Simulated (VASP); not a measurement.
# CuRe12 (a cell with a defect) in VASP: single point with PBEsol

Aim: the single point of CuRe12 (a cell with a defect) with PBEsol.

All numbers are computed with VASP 6.6.1; they aren't measurements. Logs are shortened: lines on timing, memory, paths and dates and some standing lists are left out, and cuts for length are marked.

**1. The cell of the first run**

The cell holds a defect, 13 atoms: a = 5.520 Å, b = 8.280 Å, c = 4.457 Å, α = 90.00°, β = 90.00°, γ = 120.00°.

**2. Single point, PBEsol**

Contents of INCAR:

```
SYSTEM = CuRe12
ALGO = Fast ; EDIFF = 1E-7
ENCUT = 520 ; GGA = PS
ISIF = 2 ; ISMEAR = -1
LASPH = .True. ; LCHARG = .True.
LELF = .True. ; LREAL = .False.
LVHAR = .True. ; LWAVE = .False.
NBANDS = 60 ; NELM = 100
PREC = Accurate ; SIGMA = 0.1
```

Contents of KPOINTS:

```
k-points
0
Gamma
  3 2 3
  0 0 0
```

Contents of POSCAR:

```
CuRe12
1.0
    5.5200000000      0.0000000000      0.0000000000
   -4.1400000000      7.1706900000      0.0000000000
    0.0000000000      0.0000000000      4.4574000000
Re Cu
12 1
Direct
    0.0017061940      0.0013178135     -0.0267853412
    0.1768523541      0.2275315396      0.4911982633
    0.0069591341      0.3336274598     -0.0057828572
    0.1346840529      0.5200177664      0.4785367989
   -0.0415905335      0.6450669478      0.0426375513
    0.1530319618      0.9042570587      0.4500247102
    0.5313728253      0.0345459267      0.0227097212
    0.6590843434      0.2209361870      0.5071226370
    0.4895719021      0.3276107517      0.0096409455
    0.6641247155      0.5536965646      0.5275071851
    0.5125793078      0.6513649152      0.0498349805
    0.7076760873      0.9096709654      0.4591140833
    0.3319524551      0.7775726037      0.7495888222
```

Potentials or basis: VASP PAW PBE potentials, release 64 (Re, Cu).

Launch:

```sh
> cat potpaw_PBE.64/Re/POTCAR potpaw_PBE.64/Cu/POTCAR > POTCAR
> mpirun -np 1 vasp_std > vasp.out
```

OUTCAR:

```text
SYSTEM = CuRe12
   EDIFF = 1E-7
   ENCUT = 520
   GGA = PS
   ISIF = 2
   ISMEAR = -1
   LASPH = .True.
   LREAL = .False.
   NELM = 100
   PREC = Accurate

 ion  position               nearest neighbor table
   1  0.002  0.001  0.973-   6 2.56  12 2.58  12 2.69   2 2.69   9 2.70   6 2.73   3 2.74   7 2.75
                             7 2.81   2 2.82  11 2.82   5 2.85
   2  0.177  0.228  0.491-   4 2.55  12 2.62   9 2.62   6 2.62   8 2.69   1 2.69  10 2.70   3 2.72
                             3 2.74   9 2.75   1 2.82   8 2.83
   3  0.007  0.334  0.994-   4 2.54   7 2.56   4 2.66   9 2.69   2 2.72  11 2.73   5 2.73   8 2.74
                             1 2.74   2 2.74   8 2.83   9 2.83
   4  0.135  0.520  0.479-  13 2.21   3 2.54   2 2.55   8 2.56   5 2.61  11 2.63   3 2.66  10 2.76
                            10 2.80   5 3.06  11 3.12   6 3.13  12 3.20
   5  0.958  0.645  0.043-  13 2.21  11 2.49  10 2.58   6 2.60   4 2.61   9 2.61  10 2.69   3 2.73
                             1 2.85  11 3.03   4 3.06   7 3.20   6 3.23
   6  0.153  0.904  0.450-  13 2.21  12 2.48   1 2.56   5 2.60   2 2.62   7 2.63   8 2.72   1 2.73
                            10 2.83  12 3.04   7 3.13   4 3.13   5 3.23
   7  0.531  0.035  0.023-  13 2.21   8 2.54   9 2.55   3 2.56  12 2.61   6 2.63   8 2.66   1 2.75
                             1 2.81  12 3.06  11 3.12   6 3.13   5 3.20
   8  0.659  0.221  0.507-   7 2.54   4 2.56   7 2.66   2 2.69   9 2.72   6 2.72  12 2.73   3 2.74
                             9 2.74  10 2.74   3 2.83   2 2.83
   9  0.490  0.328  0.010-   7 2.55   5 2.61   2 2.62  11 2.63   3 2.69  10 2.69   1 2.70   8 2.72
                             8 2.74   2 2.75  10 2.82   3 2.83
  10  0.664  0.554  0.528-  11 2.56   5 2.58   9 2.69   5 2.69   2 2.70  11 2.73   8 2.74   4 2.76
                             4 2.80   9 2.82   6 2.83  12 2.85
  11  0.513  0.651  0.050-  13 2.22   5 2.49  10 2.56  12 2.60   9 2.63   4 2.63   3 2.73  10 2.73
                             1 2.82   5 3.03   4 3.12   7 3.12  12 3.22
  12  0.708  0.910  0.459-  13 2.21   6 2.48   1 2.58  11 2.60   7 2.61   2 2.62   1 2.69   8 2.73
                            10 2.85   6 3.04   7 3.06   4 3.20  11 3.22
  13  0.332  0.778  0.750-   4 2.21   7 2.21   6 2.21   5 2.21  12 2.21  11 2.22

  LATTYP: Found a simple monoclinic cell.
 ALAT       =     5.5200000000
 B/A-ratio  =     0.8075000000
 C/A-ratio  =     1.3228755945
 COS(beta)  =    -0.1889822452

  Lattice vectors:

 A1 = (   5.5200000000,   0.0000000000,   0.0000000000)
 A2 = (   0.0000000000,   0.0000000000,   4.4574000000)
 A3 = (  -1.3800000000,  -7.1706900000,   0.0000000000)

Analysis of symmetry for initial positions (statically):
=====================================================================
 Subroutine PRICEL returns:
 Original cell was already a primitive cell.

 Routine SETGRP: Setting up the symmetry group for a
 simple monoclinic supercell.

 Subroutine GETGRP returns: Found  1 space group operations
 (whereof  1 operations were pure point group operations)
 out of a pool of  4 trial point group operations.

The static configuration has the point symmetry C_1 .

Analysis of symmetry for dynamics (positions and initial velocities):
=====================================================================
 Subroutine PRICEL returns:
 Original cell was already a primitive cell.

 Routine SETGRP: Setting up the symmetry group for a
 simple monoclinic supercell.

 Subroutine GETGRP returns: Found  1 space group operations
 (whereof  1 operations were pure point group operations)
 out of a pool of  4 trial point group operations.

The dynamic configuration has the point symmetry C_1 .

 Subroutine INISYM returns: Found  1 space group operations
 (whereof  1 operations are pure point group operations),
 and found     1 'primitive' translations

----------------------------------------------------------------------------------------

                                     Primitive cell

  volume of cell :     176.4337

  direct lattice vectors                    reciprocal lattice vectors
     5.520000000  0.000000000  0.000000000     0.181159420  0.104592445  0.000000000
    -4.140000000  7.170690000  0.000000000     0.000000000  0.139456593  0.000000000
     0.000000000  0.000000000  4.457400000     0.000000000  0.000000000  0.224346031

  length of vectors
[... 71 lines left out ...]
 -----------------------------------------------------------------------------

 Subroutine IBZKPT returns following result:
 ===========================================

 Found     10 irreducible k-points:

 Following reciprocal coordinates:
            Coordinates               Weight
  0.000000  0.000000  0.000000      1.000000
  0.333333  0.000000  0.000000      2.000000
  0.000000  0.500000  0.000000      1.000000
  0.333333  0.500000  0.000000      2.000000
  0.000000  0.000000  0.333333      2.000000
  0.333333  0.000000  0.333333      2.000000
 -0.333333  0.000000  0.333333      2.000000
  0.000000  0.500000  0.333333      2.000000
  0.333333  0.500000  0.333333      2.000000
 -0.333333  0.500000  0.333333      2.000000
   k-points           NKPTS =     10   k-points in BZ     NKDIM =     10   number of bands    NBANDS=     60
   number of dos      NEDOS =    301   number of ions     NIONS =     13
   total plane-waves  NPLWV =  96768
   dimension x,y,z NGX =    42 NGY =   64 NGZ =   36
   dimension x,y,z NGXF=    84 NGYF=  128 NGZF=   72
   ions per type =              12   1
   NGX,Y,Z   is equivalent  to a cutoff of  12.65, 12.85, 13.43 a.u.
   NGXF,Y,Z  is equivalent  to a cutoff of  25.30, 25.70, 26.85 a.u.
 SYSTEM =  CuRe12
   PREC   = accura    normal or accurate (medium, high low for compatibility)
   ISTART =      0    job   : 0-new  1-cont  2-samecut
   ICHARG =      2    charge: 1-file 2-atom 10-const
   ISPIN  =      1    spin polarized calculation?
   LNONCOLLINEAR =      F non collinear calculations
   LSORBIT =      F    spin-orbit coupling
   LASPH  =      T    aspherical Exc in radial PAW
   ENCUT  =  520.0 eV  38.22 Ry    6.18 a.u.  10.26 15.40  8.29*2*pi/ulx,y,z
   NELM   =    100;   NELMIN=  2; NELMDL= -5     # of ELM steps
   EDIFF  = 0.1E-06   stopping-criterion for ELM
   LREAL  =      F    real-space projection
   EDIFFG = 0.1E-05   stopping-criterion for IOM
   NSW    =      0    number of steps for IOM
   IBRION =     -1    ionic relax: 0-MD 1-quasi-New 2-CG
   NFREE  =      0    steps in history (QN), initial steepest desc. (CG)
   ISIF   =      2    stress and relaxation
   ISYM   =      2    0-nonsym 1-usesym 2-fastsym
   POTIM  = 0.5000    time-step for ionic-motion
   TEBEG  =    0.0;   TEEND  =   0.0 temperature during run
   PSTRESS=    0.0 pullay stress
   NELECT =      95.0000    total number of electrons
   NUPDOWN=      -1.0000    fix difference up-down
   EMIN   =  10.00;   EMAX   =-10.00  energy-range for DOS
   EFERMI =   0.00;   METHOD = LEGACY
   ISMEAR =    -1;   SIGMA  =   0.10  broadening in eV -4-tet -1-fermi 0-gaus
   EFERMI_NEDOS =   21; number of points for ismear=-14 and -15
   IALGO  =     68    algorithm
   IMIX   =      4    mixing-type and parameters
     AMIX     =   0.40;   BMIX     =  1.00
     AMIX_MAG =   1.60;   BMIX_MAG =  1.00
  volume/ion in A,a.u.               =      13.57        91.59
  Fermi-wavevector in a.u.,A,eV,Ry     =   1.331851  2.516833 24.134366  1.773826
  Thomas-Fermi vector in A             =   2.460830
   LORBIT       =      0    0 simple, 1 ext, 2 COOP (PROOUT), +10 PAW based schemes
   GGA     = PS    functional components
   LHFCALC =     F    Hartree Fock is set to
   AEXX    =    0.0000 exact exchange contribution
   IVDW    =     0    specifies the selected vdW correction
   LEPSILON=     F    determine dielectric tensor
   LRPA    =     F    only Hartree local field effects (RPA)
 non-spin polarized calculation
 RMM-DIIS sequential band-by-band and
  energy-cutoff  :      520.00
  volume of cell :      176.43
 maximum number of plane-waves:      4763
 NGX is ok and might be reduce to    42
   NGX = 21   NGY = 31   NGZ = 17

 number of electron      95.0000014 magnetization

 Free energy of the ion-electron system (eV)
  ---------------------------------------------------
  ext. energy  EPLUGINS =         0.00000000
  ---------------------------------------------------
  free energy    TOTEN  =      -157.74089065 eV

  energy without entropy =     -157.46393781  energy(sigma->0) =     -157.60241423

 E-fermi :   8.6417     XC(G=0): -14.0993

 val. band max:        8.6285900739   @ k =  -0.3333   0.0000   0.3333
 cond. band min:       8.7101739996   @ k =  -0.3333   0.5000   0.3333
 fundamental gap:      0.0815839257
 Fermi energy:         8.6416658965

 k-point     1 :       0.0000    0.0000    0.0000
  band No.  band energies     occupation
      1      -1.7862      2.00000
      2       1.2614      2.00000
      3       1.4835      2.00000
      4       1.6495      2.00000
      5       1.6699      2.00000
      6       1.9395      2.00000
[... 609 lines left out ...]
     58      10.8852      0.00000
     59      11.2589      0.00000
 [bands above 59 left out]

------------------------ aborting loop because EDIFF is reached ----------------------------------------

  FORCE on cell =-STRESS in cart. coord.  units (eV):
  Direction    XX          YY          ZZ          XY          YZ          ZX
  --------------------------------------------------------------------------------------
  -------------------------------------------------------------------------------------
  Total       38.8348320     41.5975560     36.7461240      0.4601937     -3.3622625      1.3437610
  in kB      352.6552709    377.7432938    333.6879196      4.1789735    -30.5323730     12.2025605
  external PRESSURE =     354.6954948 kB  Pullay stress =       0.0000000 kB

 VOLUME and BASIS-vectors are now :
 -----------------------------------------------------------------------------
  energy-cutoff  :      520.00
  volume of cell :      176.43
      direct lattice vectors                 reciprocal lattice vectors
     5.520000000  0.000000000  0.000000000     0.181159420  0.104592445  0.000000000
    -4.140000000  7.170690000  0.000000000     0.000000000  0.139456593  0.000000000
     0.000000000  0.000000000  4.457400000     0.000000000  0.000000000  0.224346031

 POSITION                                       TOTAL-FORCE (eV/Angst)
 -----------------------------------------------------------------------------------
      0.00396      0.00945      4.33801         0.031006     -0.023829     -0.000716
      0.03424      1.63156      2.18947        -0.078928     -0.008045     -0.018069
     -1.34280      2.39234      4.43162        -0.071062      0.051150      0.008676
     -1.40942      3.72889      2.13303         0.001466     -0.009544     -0.009936
      2.61984      4.62558      0.19005        -0.096091      0.040987      0.017855
     -2.89889      6.48415      2.00594         0.004984     -0.031767     -0.007793
      2.79016      0.24772      0.10123         0.013546      0.016645     -0.005117
      2.72347      1.58426      2.26045         0.051348     -0.004866     -0.019850
      1.34613      2.34920      0.04297         0.074806      0.008691      0.024613
      1.37366      3.97039      2.35131        -0.020553      0.028189      0.004622
      0.13279      4.67074      0.22213         0.055228     -0.007508      0.007295
      0.14033      6.52297      2.04646         0.037786     -0.064753     -0.015648
     -1.38677      5.57573      3.34122        -0.003537      0.004650      0.014067
 -----------------------------------------------------------------------------------
    total drift:                                0.000564     -0.000479      0.000304

  FREE ENERGIE OF THE ION-ELECTRON SYSTEM (eV)
  ---------------------------------------------------
  free  energy   TOTEN  =      -157.7408906452 eV

  energy  without entropy=     -157.4639378064  energy(sigma->0) =     -157.60241423
```

It took 16 min on 1 thread of AMD EPYC 7R43 (Zen 3), shared host; peak memory 0.34 GiB.

Results:

```yaml
Free_energy: -157.7409 eV
Pressure: 35.5 GPa
Largest_force: 0.106 eV/Å
Band_gap_on_the_k_mesh: zero (an odd number of electrons rules out a gap without spin polarisation)
```

Forces on the atoms (eV/Å):
```
Re   0.031 -0.024 -0.001
Re  -0.079 -0.008 -0.018
Re  -0.071  0.051  0.009
Re   0.001 -0.010 -0.010
Re  -0.096  0.041  0.018
Re   0.005 -0.032 -0.008
Re   0.014  0.017 -0.005
Re   0.051 -0.005 -0.020
Re   0.075  0.009  0.025
Re  -0.021  0.028  0.005
Re   0.055 -0.008  0.007
Re   0.038 -0.065 -0.016
Cu  -0.004  0.005  0.014
```

Caveat: the k points lie up to 0.47 Å⁻¹ apart, too coarse for converged energies and pressures of a metal; the PAW data sets were made with another functional, which shifts forces and pressure a little; spin-orbit coupling is left out, which moves the levels of the heavy elements.
